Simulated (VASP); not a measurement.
Here is a VASP 6.6.1 calculation.

Contents of INCAR:

```
  ALGO = Normal
  EDIFF = 1E-8
  ENCUT = 500
  GGA = PS
  GGA_COMPAT = False
  IBRION = 8
  ISIF = 2
  ISMEAR = 0
  LASPH = True
  LCHARG = False
  LREAL = False
  LWAVE = False
  NBANDS = 16
  NELM = 120
  NSW = 1
  PREC = Accurate
  SIGMA = 0.01
```

KPOINTS

```
k-points
0
Gamma
  8 8 8
```

POSCAR

```
ZnSe
1.0
    0.0000000000      2.7881401235      2.7881401235
    2.7881401235      0.0000000000      2.7881401235
    2.7881401235      2.7881401235      0.0000000000
Zn Se
1 1
Direct
    0.0000000000      0.0000000000      0.0000000000
    0.7500000000      0.7500000000      0.7500000000
```

Potentials or basis: VASP PAW PBE potentials, release 64 (Zn, Se).

Command:

```bash
$ cat potpaw_PBE.64/Zn/POTCAR potpaw_PBE.64/Se/POTCAR > POTCAR
$ mpirun -np 1 vasp_std > vasp.out
```

Problem. What does it give for the highest phonon frequency at Γ, LO-TO splitting left out?

Solution. 221 cm⁻¹.

Phonon frequencies in cm⁻¹ (negative: imaginary):
```csv
q point,frequencies
"(0.000, 0.000, 0.000)",-1 -1 -1 221 221 221
```

Caveat: the cell wasn't relaxed at this level first, which shifts response properties.
